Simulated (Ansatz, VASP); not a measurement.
BaTe: VASP beside Ansatz

INCAR

```
SYSTEM = BaTe
ALGO = Normal
EDIFF = 1E-6
ENCUT = 520
ISIF = 2
ISMEAR = 0
LASPH = .True.
LCHARG = .True.
LELF = .True.
LREAL = .False.
LVHAR = .True.
LWAVE = .False.
NBANDS = 15
NELM = 100
PREC = Accurate
SIGMA = 0.05
```

Contents of KPOINTS:

```
k-points
0
Gamma
  8 8 8
  0 0 0
```

Contents of POSCAR:

```
BaTe
1.0
    3.9108466897      0.0000000000      0.0000000000
    0.0000000000      3.9108466897      0.0000000000
    0.0000000000      0.0000000000      4.1166807260
Ba Te
1 1
Direct
    0.0000000000      0.0000000000      0.0000000000
    0.5000000000      0.5000000000      0.5000000000
```

Input for Ansatz:

```yaml
crystal:
  lattice:
    - [3.9108466897, 0.0, 0.0]
    - [0.0, 3.9108466897, 0.0]
    - [0.0, 0.0, 4.116680726]
  atoms:
    - { symbol: Ba, position: [0.0, 0.0, 0.0] }
    - { symbol: Te, position: [0.5, 0.5, 0.5] }
basis:
  ecutwfc: 420
kpoints:
  mp_grid: { grid: [8, 8, 8] }
hamiltonian:
  xc: lda
scf:
  occupations: { method: gaussian, width: 0.05 }
output:
  forces: true
  stress: true
  eigenvalues: true
```

Change from the starting cell: strain -0.050 along x and y, +0.000 along z, atoms carried along.

Alike in both runs: task single point; functional LDA; k mesh 8 × 8 × 8; occupations gaussian, width 0.05 eV; no spin polarisation.

|  | VASP | Ansatz |
| --- | --- | --- |
| version | VASP 6.6.1 | Ansatz 0.2.0 |
| potentials or method | VASP PAW LDA potentials, release 64 (Ba_sv, Te), cutoff 520 eV | scalar-relativistic, plane waves, PAW |
| valence electrons in the cell | 16 | 26 |

|  | VASP | Ansatz | Ansatz less VASP |
| --- | --- | --- | --- |
| gap on the k mesh at the Fermi level (eV) | none | none | - |
| pressure (GPa) | 6.1 | 5.0 | -1.07 |
| traceless stress, the component that is largest in VASP (GPa) | -2.72 | -2.77 | -0.049 |

LDA's correlation is that of Perdew and Zunger in VASP and of Perdew and Wang (1992) in Ansatz. A gap of «none» marks a metal or a gap that the smearing closes. VASP's potentials hold 16 valence electrons a cell and Ansatz's 26, so a difference there can come from the potentials and not from the codes.

Spin-orbit coupling is off throughout.
